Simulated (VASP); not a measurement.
# K (Im-3m) in VASP: single point with PBE

Aim: the single point of K with PBE.

Program: VASP 6.6.1. These are calculated values, not measurements. Logs are shortened: lines on timing, memory, paths and dates and some standing lists are left out, and cuts for length are marked.

## Step 1: The cell of the first run

It takes space group Im-3m (No. 229, cubic). Conventional cell: a = 5.291 Å, b = 5.291 Å, c = 5.291 Å, α = 90.00°, β = 90.00°, γ = 90.00°.

## Step 2: Single point, PBE, non-collinear spin, zero start, spin-orbit coupling

Input file POSCAR:

```
K
1.0
   -2.6456359183      2.6456359183      2.6456359183
    2.6456359183     -2.6456359183      2.6456359183
    2.6456359183      2.6456359183     -2.6456359183
K
1
Direct
    0.0000000000      0.0000000000      0.0000000000
```

Input file INCAR.step1:

```
PREC = Accurate ; ENCUT = 520
EDIFF = 1E-7 ; ISMEAR = 0
SIGMA = 0.05 ; LREAL = False
LASPH = True ; NELM = 150
ALGO = Fast ; ISIF = 2
LWAVE = False ; LCHARG = True
MAGMOM = 0 0 0 ; LSORBIT = True
GGA_COMPAT = False ; LORBMOM = True
GGA = PE ; NBANDS = 20
```

Input file KPOINTS.step1:

```
regular mesh
0
Gamma
  12 12 12
```

Input file INCAR.step2:

```
PREC = Accurate ; ENCUT = 520
EDIFF = 1E-7 ; ISMEAR = -5
SIGMA = 0.05 ; LREAL = False
LASPH = True ; NELM = 150
ALGO = Fast ; ISIF = 2
LWAVE = False ; LCHARG = False
MAGMOM = 0 0 0 ; LORBIT = 10
LSORBIT = True ; GGA_COMPAT = False
LORBMOM = True ; GGA = PE
NBANDS = 20 ; NEDOS = 2001
ICHARG = 11
```

Input file KPOINTS.step2:

```
regular mesh
0
Gamma
  18 18 18
```

Potentials or basis: VASP PAW PBE potentials, release 64 (K_sv).

Run with:

```sh
$ cat potpaw_PBE.64/K_sv/POTCAR > POTCAR
$ cp INCAR.step1 INCAR
$ cp KPOINTS.step1 KPOINTS
$ mpirun -np 1 vasp_ncl > vasp.out
$ cp INCAR.step2 INCAR
$ cp KPOINTS.step2 KPOINTS
$ mpirun -np 1 vasp_ncl > vasp.out
```

OUTCAR:

```text
PREC = Accurate
   ENCUT = 520
   EDIFF = 1E-7
   ISMEAR = -5
   LREAL = False
   LASPH = True
   NELM = 150
   ISIF = 2
   LORBIT = 10
   LSORBIT = True
   GGA = PE
   ICHARG = 11

 ion  position               nearest neighbor table
   1  0.000  0.000  0.000-

  LATTYP: Found a body centered cubic cell.
 ALAT       =     5.2912718366

  Lattice vectors:

 A1 = (  -2.6456359183,   2.6456359183,   2.6456359183)
 A2 = (   2.6456359183,  -2.6456359183,   2.6456359183)
 A3 = (   2.6456359183,   2.6456359183,  -2.6456359183)

Analysis of symmetry for initial positions (statically):
=====================================================================
 Subroutine PRICEL returns:
 Original cell was already a primitive cell.

 Routine SETGRP: Setting up the symmetry group for a
 body centered cubic supercell.

 Subroutine GETGRP returns: Found 48 space group operations
 (whereof 48 operations were pure point group operations)
 out of a pool of 48 trial point group operations.

The static configuration has the point symmetry O_h .

Analysis of symmetry for dynamics (positions and initial velocities):
=====================================================================
 Subroutine PRICEL returns:
 Original cell was already a primitive cell.

 Routine SETGRP: Setting up the symmetry group for a
 body centered cubic supercell.

 Subroutine GETGRP returns: Found 48 space group operations
 (whereof 48 operations were pure point group operations)
 out of a pool of 48 trial point group operations.

The dynamic configuration has the point symmetry O_h .

Analysis of structural, dynamic, and magnetic symmetry:
=====================================================================
 Subroutine PRICEL returns:
 Original cell was already a primitive cell.

 Routine SETGRP: Setting up the symmetry group for a
 body centered cubic supercell.

 Subroutine GETGRP returns: Found 48 space group operations
 (whereof 48 operations were pure point group operations)
 out of a pool of 48 trial point group operations.

The overall configuration has the point symmetry O_h .

 Subroutine INISYM returns: Found 48 space group operations
 (whereof 48 operations are pure point group operations),
 and found     1 'primitive' translations

----------------------------------------------------------------------------------------

                                     Primitive cell

  volume of cell :      74.0713

  direct lattice vectors                    reciprocal lattice vectors
    -2.645635918  2.645635918  2.645635918     0.000000000  0.188990479  0.188990479
     2.645635918 -2.645635918  2.645635918     0.188990479  0.000000000  0.188990479
     2.645635918  2.645635918 -2.645635918     0.188990479  0.188990479  0.000000000

  length of vectors
     4.582375829  4.582375829  4.582375829     0.267272899  0.267272899  0.267272899

  position of ions in fractional coordinates (direct lattice)
     0.000000000  0.000000000  0.000000000

  ion indices of the primitive-cell ions
   primitive index   ion index
                 1           1

----------------------------------------------------------------------------------------

 KPOINTS: regular mesh

Automatic generation of k-mesh.
 Grid dimensions read from file:
 generate k-points for:   18   18   18

 Generating k-lattice:

  Cartesian coordinates                     Fractional coordinates (reciprocal lattice)
     0.000000000  0.010499471  0.010499471     0.055555556  0.000000000  0.000000000
     0.010499471  0.000000000  0.010499471     0.000000000  0.055555556  0.000000000
     0.010499471  0.010499471  0.000000000     0.000000000  0.000000000  0.055555556

  Length of vectors
     0.014848494  0.014848494  0.014848494

  Shift w.r.t. Gamma in fractional coordinates (k-lattice)
     0.000000000  0.000000000  0.000000000

 TETIRR: Found   6794 inequivalent tetrahedra from    34992

[... 39 lines left out ...]
   NGXF,Y,Z  is equivalent  to a cutoff of  26.12, 26.12, 26.12 a.u.
 SYSTEM =  unknown system
   PREC   = accura    normal or accurate (medium, high low for compatibility)
   ISTART =      0    job   : 0-new  1-cont  2-samecut
   ICHARG =     11    charge: 1-file 2-atom 10-const
   ISPIN  =      1    spin polarized calculation?
   LNONCOLLINEAR =      T non collinear calculations
   LSORBIT =      T    spin-orbit coupling
   LASPH  =      T    aspherical Exc in radial PAW
   ENCUT  =  520.0 eV  38.22 Ry    6.18 a.u.   8.52  8.52  8.52*2*pi/ulx,y,z
   NELM   =    150;   NELMIN=  2; NELMDL=  0     # of ELM steps
   EDIFF  = 0.1E-06   stopping-criterion for ELM
   LREAL  =      F    real-space projection
   EDIFFG = 0.1E-05   stopping-criterion for IOM
   NSW    =      0    number of steps for IOM
   IBRION =     -1    ionic relax: 0-MD 1-quasi-New 2-CG
   NFREE  =      0    steps in history (QN), initial steepest desc. (CG)
   ISIF   =      2    stress and relaxation
   ISYM   =      2    0-nonsym 1-usesym 2-fastsym
   POTIM  = 0.5000    time-step for ionic-motion
   TEBEG  =    0.0;   TEEND  =   0.0 temperature during run
   PSTRESS=    0.0 pullay stress
   NELECT =       9.0000    total number of electrons
   NUPDOWN=      -1.0000    fix difference up-down
   EMIN   =  10.00;   EMAX   =-10.00  energy-range for DOS
   EFERMI =   0.00;   METHOD = LEGACY
   ISMEAR =    -5;   SIGMA  =   0.05  broadening in eV -4-tet -1-fermi 0-gaus
   EFERMI_NEDOS =   21; number of points for ismear=-14 and -15
   IALGO  =     68    algorithm
   IMIX   =      4    mixing-type and parameters
     AMIX     =   0.40;   BMIX     =  1.00
     AMIX_MAG =   1.60;   BMIX_MAG =  1.00
  volume/ion in A,a.u.               =      74.07       499.86
  Fermi-wavevector in a.u.,A,eV,Ry     =   0.810847  1.532279  8.945462  0.657473
  Thomas-Fermi vector in A             =   1.920098
   LORBIT       =     10    0 simple, 1 ext, 2 COOP (PROOUT), +10 PAW based schemes
   GGA     = PE    functional components
   LHFCALC =     F    Hartree Fock is set to
   AEXX    =    0.0000 exact exchange contribution
   IVDW    =     0    specifies the selected vdW correction
   LEPSILON=     F    determine dielectric tensor
   LRPA    =     F    only Hartree local field effects (RPA)
 RMM-DIIS sequential band-by-band and
 Fermi weights with tetrahedron method with Bloechl corrections
  energy-cutoff  :      520.00
  volume of cell :       74.07
 maximum number of plane-waves:      4020
 NGX is ok and might be reduce to    36

 number of electron       9.0000002 magnetization       0.0000000     -0.0000000      0.0000000

 Free energy of the ion-electron system (eV)
  ---------------------------------------------------
  ext. energy  EPLUGINS =         0.00000000
  ---------------------------------------------------
  free energy    TOTEN  =        -1.05121325 eV

  energy without entropy =       -1.05121325  energy(sigma->0) =       -1.05121325

 E-fermi :  -0.1136     XC(G=0):  -5.6343

 val. band max:       -0.1607193951   @ k =   0.2778   0.2222   0.0000
 cond. band min:      -0.1058727486   @ k =  -0.3333   0.3889   0.2222
 fundamental gap:      0.0548466465
 Fermi energy:        -0.1136198073

 k-point     1 :       0.0000    0.0000    0.0000
  band No.  band energies     occupation
      1     -32.2717      1.00000
      2     -32.2717      1.00000
      3     -15.9001      1.00000
      4     -15.9001      1.00000
      5     -15.6335      1.00000
      6     -15.6335      1.00000
[... 541 lines left out ...]
     19       5.6735      0.00000
     20       5.6779      0.00000

 [... further k-points ...]
[... 5 lines left out ...]
  --------------------------------------------------------------------------------------
  -------------------------------------------------------------------------------------
  Total       -0.0143967     -0.0143967     -0.0143967      0.0000000      0.0000000     -0.0000000
  in kB       -0.3114034     -0.3114034     -0.3114034      0.0000000      0.0000000     -0.0000000
  external PRESSURE =      -0.3114034 kB  Pullay stress =       0.0000000 kB

 VOLUME and BASIS-vectors are now :
 -----------------------------------------------------------------------------
  energy-cutoff  :      520.00
  volume of cell :       74.07
      direct lattice vectors                 reciprocal lattice vectors
    -2.645635918  2.645635918  2.645635918     0.000000000  0.188990479  0.188990479
     2.645635918 -2.645635918  2.645635918     0.188990479  0.000000000  0.188990479
     2.645635918  2.645635918 -2.645635918     0.188990479  0.188990479  0.000000000

 POSITION                                       TOTAL-FORCE (eV/Angst)
 -----------------------------------------------------------------------------------
      0.00000      0.00000      0.00000        -0.000000     -0.000000     -0.000000
 -----------------------------------------------------------------------------------
    total drift:                               -0.000000      0.000000     -0.000000

  FREE ENERGIE OF THE ION-ELECTRON SYSTEM (eV)
  ---------------------------------------------------
  free  energy   TOTEN  =        -1.0512132509 eV

  energy  without entropy=       -1.0512132509  energy(sigma->0) =       -1.05121325

 orbital moment (x)

 # of ion     p       d       tot
 ----------------------------------------
  1        -0.000  -0.000  -0.000
 ----------------------------------------
           -0.000  -0.000  -0.000

 orbital moment (y)

 # of ion     p       d       tot
 ----------------------------------------
  1         0.000  -0.000   0.000
 ----------------------------------------
            0.000  -0.000   0.000

 orbital moment (z)

 # of ion     p       d       tot
 ----------------------------------------
  1         0.000   0.000   0.000
 ----------------------------------------
            0.000   0.000   0.000

 Spin-Orbit-Coupling matrix elements

 Ion:    1  E_soc:     -0.0079959
 l=   1
     0.0000000    -0.0013326    -0.0013326
    -0.0013326     0.0000000    -0.0013326
    -0.0013326    -0.0013326     0.0000000
 l=   2
     0.0000000     0.0000000     0.0000000     0.0000000     0.0000000
     0.0000000     0.0000000     0.0000000     0.0000000     0.0000000
     0.0000000     0.0000000     0.0000000     0.0000000     0.0000000
     0.0000000     0.0000000     0.0000000     0.0000000     0.0000000
     0.0000000     0.0000000     0.0000000     0.0000000     0.0000000
 l=   3
     0.0000000     0.0000000     0.0000000     0.0000000     0.0000000     0.0000000     0.0000000
     0.0000000     0.0000000     0.0000000     0.0000000     0.0000000     0.0000000     0.0000000
     0.0000000     0.0000000     0.0000000     0.0000000     0.0000000     0.0000000     0.0000000
     0.0000000     0.0000000     0.0000000     0.0000000     0.0000000     0.0000000     0.0000000
     0.0000000     0.0000000     0.0000000     0.0000000     0.0000000     0.0000000     0.0000000
     0.0000000     0.0000000     0.0000000     0.0000000     0.0000000     0.0000000     0.0000000
     0.0000000     0.0000000     0.0000000     0.0000000     0.0000000     0.0000000     0.0000000

 total charge

# of ion       s       p       d       tot
------------------------------------------
    1        1.980   5.555   0.005   7.540

 magnetization (x)

# of ion       s       p       d       tot
------------------------------------------
    1        0.000   0.000   0.000   0.000

 magnetization (y)

# of ion       s       p       d       tot
------------------------------------------
    1        0.000  -0.000   0.000  -0.000

 magnetization (z)

# of ion       s       p       d       tot
------------------------------------------
    1       -0.000  -0.000   0.000  -0.000
```

Wall time 34 min (1 thread of Intel Xeon 8259CL, shared host); peak memory 0.63 GiB.

What came out:

- Net moment: 0.00 μB per cell
- Valence electrons inside the program's atomic spheres: K 7.54

Moments on the atoms (μB; x, y, z):
```
K   0.00 0.00 0.00
```
